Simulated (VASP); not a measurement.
Write the native input for VASP 6.6.1 that does the following.

```
Task                   : single point
Functional             : r2SCAN
Potentials or basis    : VASP PAW PBE potentials, release 64 (Ti_sv, O)
Cutoff                 : 520 eV
k mesh                 : 12 × 12 × 8, shifted
Occupations            : gaussian, width 0.01 eV
Spin                   : no spin polarisation
Dipole correction      : no
Further INCAR settings : ALGO = Normal; EDIFF = 1e-06; NBANDS = 16; ISYM = 0
```

TiO:

```
CELL_PARAMETERS angstrom
3.03100 0.00000 0.00000
-1.51550 2.62492 0.00000
0.00000 0.00000 3.23770
ATOMIC_POSITIONS crystal
Ti 0.66667 0.33333 0.00000
O 0.00000 0.00000 0.50000
```

The input as run:

POSCAR

```
TiO
1.0
    3.0309987015      0.0000000000      0.0000000000
   -1.5154993507      2.6249218743      0.0000000000
    0.0000000000      0.0000000000      3.2377000000
Ti O
1 1
Direct
    0.6666666667      0.3333333333      0.0000000000
    0.0000000000      0.0000000000      0.5000000000
```

INCAR.step1

```
  PREC = Accurate
  ENCUT = 520
  ISMEAR = 0
  SIGMA = 0.01
  LREAL = F
  LASPH = T
  NELM = 60
  NBANDS = 16
  ISYM = 0
  GGA = PE
  ALGO = Normal
  EDIFF = 1E-4
  LWAVE = T
  LCHARG = F
```

INCAR.step2

```
  PREC = Accurate
  ENCUT = 520
  EDIFF = 1E-6
  ISMEAR = 0
  SIGMA = 0.01
  LREAL = F
  LASPH = T
  NELM = 60
  ALGO = Normal
  ISIF = 2
  LWAVE = F
  LCHARG = F
  METAGGA = R2SCAN
  LMIXTAU = T
  NBANDS = 16
  ISYM = 0
  ISTART = 1
```

KPOINTS

```
Automatic mesh
0
Gamma
  12 12 8
  0.5 0.5 0.5
```

Potentials or basis: VASP PAW PBE potentials, release 64 (Ti_sv, O).

Command:

```console
$ cat potpaw_PBE.64/Ti_sv/POTCAR potpaw_PBE.64/O/POTCAR > POTCAR
$ cp INCAR.step1 INCAR
$ mpirun -np 1 vasp_std > vasp.out
$ cp INCAR.step2 INCAR
$ mpirun -np 1 vasp_std > vasp.out
```

It gave:

```yaml
Pressure: -39.2 GPa
Band_gap_on_the_k_mesh: 0.37 eV
```

Caveat: the cell stands under tension; the PAW data sets were made with another functional, which shifts forces and pressure a little; a shifted mesh leaves out Γ, where band edges can lie.

It took 27 min on 1 thread of Intel Xeon 8259CL, with other jobs on the host, peak memory 0.74 GiB.
